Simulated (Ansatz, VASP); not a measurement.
# One calculation of Cu, two programs

Contents of INCAR:

```
PREC = Accurate
ENCUT = 520
EDIFF = 1E-6
ISMEAR = 0
SIGMA = 0.15
LREAL = F
LASPH = T
NELM = 80
ALGO = Normal
ISIF = 2
LWAVE = F
LCHARG = F
GGA = CA
NBANDS = 12
```

Contents of KPOINTS:

```
Automatic mesh
0
Gamma
  24 24 24
```

POSCAR

```
Cu
1.0
   -1.4273957576      1.4273957576      1.3410790181
    1.4273957576     -1.4273957576      1.3410790181
    1.4273957576      1.4273957576     -1.3410790181
Cu
1
Direct
    0.0000000000      0.0000000000      0.0000000000
```

Input for Ansatz:

```yaml
crystal:
  lattice:
    - [-1.4273957576, 1.4273957576, 1.3410790181]
    - [1.4273957576, -1.4273957576, 1.3410790181]
    - [1.4273957576, 1.4273957576, -1.3410790181]
  atoms:
    - { symbol: Cu, position: [0.0, 0.0, 0.0] }
basis:
  ecutwfc: 520.0
kpoints:
  mp_grid: { grid: [24, 24, 24] }
hamiltonian:
  xc: lda
  pseudopotentials: { kind: paw, azcp: { folder: soft_1 } }
scf:
  occupations: { method: gaussian, width: 0.15 }
output:
  forces: true
  stress: true
  eigenvalues: true
```

Alike in both runs: task single point; functional LDA; k mesh 24 × 24 × 24; occupations gaussian, width 0.15 eV; no spin polarisation.

|  | VASP | Ansatz |
| --- | --- | --- |
| version | VASP 6.6.1 | Ansatz 0.2.0 |
| potentials or method | VASP PAW LDA potentials, release 64 (Cu), cutoff 520 eV | scalar-relativistic, plane waves, PAW |
| valence electrons in the cell | 11 | 19 |

Ansatz gave:

```
gap on the k mesh at the Fermi level (eV)                     : none
pressure (GPa)                                                : 0.0
traceless stress, the component that is largest in VASP (GPa) : 0.04
```

**Question.** Which values does VASP return?

**Answer.** gap on the k mesh at the Fermi level (eV): none; pressure (GPa): 0.9; traceless stress, the component that is largest in VASP (GPa): 0.05.

Ansatz warns that its potentials were made for another functional, while VASP's fit it. LDA's correlation is that of Perdew and Zunger in VASP and of Perdew and Wang (1992) in Ansatz. A gap of «none» marks a metal or a gap that the smearing closes. VASP's potentials hold 11 valence electrons a cell and Ansatz's 19, so a difference there can come from the potentials and not from the codes.
